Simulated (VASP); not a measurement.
Set up this calculation in VASP 6.6.1, as the native input.

| Property | Result |
| --- | --- |
| Task | single point |
| Functional | PBE |
| Potentials or basis | VASP PAW PBE potentials, release 64 (B, N) |
| Cutoff | 520 eV |
| k mesh | 12 × 12 × 12 |
| Occupations | gaussian, width 0.05 eV |
| Spin | no spin polarisation |
| Dipole correction | no |
| Further INCAR settings | ALGO = Normal; EDIFF = 1e-06; NBANDS = 11 |

The structure of BN lies in POSCAR:

```
BN
1.0
    0.0000000000      1.9145818087      1.8460918028
    1.8460918028      0.0000000000      1.8460918028
    1.8460918028      1.9145818087      0.0000000000
B N
1 1
Direct
    0.0000000000      0.0000000000      0.0000000000
    0.7500000000      0.7500000000      0.7500000000
```

This cell differs from its parent crystal: volume 6.525 Å^3 an atom, c/a of the conventional cell 1.0371.

One way to write it, as run:

INCAR

```
PREC = Accurate
ENCUT = 520
EDIFF = 1E-6
ISMEAR = 0
SIGMA = 0.05
LREAL = False
LASPH = True
NELM = 100
ALGO = Normal
ISIF = 2
LWAVE = False
LCHARG = False
GGA = PE
NBANDS = 11
```

KPOINTS

```
Automatic mesh
0
Gamma
  12 12 12
```

Potentials or basis: VASP PAW PBE potentials, release 64 (B, N).

The run is started by

```sh
$ cat potpaw_PBE.64/B/POTCAR potpaw_PBE.64/N/POTCAR > POTCAR
$ mpirun -np 1 vasp_std > vasp.out
```

Results of the run:

```yaml
Pressure: -28.8 GPa
Band_gap_on_the_k_mesh: 4.05 eV, indirect (least direct gap 8.15 eV)
```

Wall time 44 s on 1 thread of AMD EPYC 7R13 (shared host), peak memory 0.1 GiB.
